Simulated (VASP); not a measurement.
TePb:

```
Pb Te
1.0
     0.00000    3.26784    3.26784
     3.26784    0.00000    3.26784
     3.26784    3.26784    0.00000
Pb Te
1 1
Direct
  0.00000 0.00000 0.00000
  0.50000 0.50000 0.50000
```

Base run:

```yaml
Program: VASP 6.6.1
Functional: PBE
Potentials_or_basis: VASP PAW PBE potentials, release 64 (Pb_d, Te)
Cutoff: 520 eV
k_mesh: 6 × 6 × 6
Occupations: gaussian, width 0.01 eV
Spin: no spin polarisation
```

Its results: band gap on the k mesh 0.80 eV, direct; pressure 0.6 GPa.

Task: The run is repeated on the same cell with these changes: k mesh from 6 × 6 × 6 to 2 × 2 × 2. What comes out?

Result: Band gap on the k mesh 0.65 eV, direct; pressure 7.2 GPa.

Caveats: some runs use coarse meshes; spin-orbit coupling is left out, which moves the levels of the heavy elements.

A k mesh can miss the band edges.
